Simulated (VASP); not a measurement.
## CaSe: single point with PBE

CaSe:

```
Ca Se
1.0
     3.82961    0.00000    0.00000
     0.00000    3.82961    0.00000
     0.00000    0.00000    3.82961
Ca Se
1 1
Direct
  0.00000 0.00000 0.00000
  0.50000 0.50000 0.50000
```

This cell differs from its parent crystal: strain +5.4%.

- Program: VASP 6.6.1
- Task: single point
- Functional: PBE
- Potentials or basis: VASP PAW PBE potentials, release 64 (Ca_sv, Se)
- Cutoff: 520 eV
- k mesh: 8 × 8 × 8
- Occupations: fermi-dirac, width 0.02 eV
- Spin: no spin polarisation
- Dipole correction: no
- Further INCAR settings: ALGO = Normal; EDIFF = 1e-06; NBANDS = 15

```json
{"Pressure": "-5.3 GPa", "Band gap on the k mesh": "0.95 eV, direct"}
```

Levels at points of the mesh, in eV from the valence-band top:
```csv
k point,band 5,band 6,band 7,band 8,band 9,band 10,band 11,band 12
"(0.00, 0.00, 0.00)",-12.33,-0.73,-0.73,-0.73,1.28,1.42,1.42,4.07
"(0.50, 0.00, 0.00)",-11.83,-4.14,-0.80,-0.80,2.13,3.94,4.26,4.32
"(0.50, 0.50, 0.00)",-11.57,-2.98,-2.98,0.00,0.95,2.74,3.14,3.14
"(0.50, 0.50, 0.50)",-11.20,-2.97,-2.97,-2.97,3.68,3.68,3.68,4.88
```

Run time: 16 s on 1 thread of Intel(R) Xeon(R) Platinum 8375C CPU @ 2.90GHz (Ice Lake), on a shared host, peak memory 0.17 GiB.

Caveat: the cell differs from its parent crystal (strain +5.4%). A k mesh can miss the band edges.
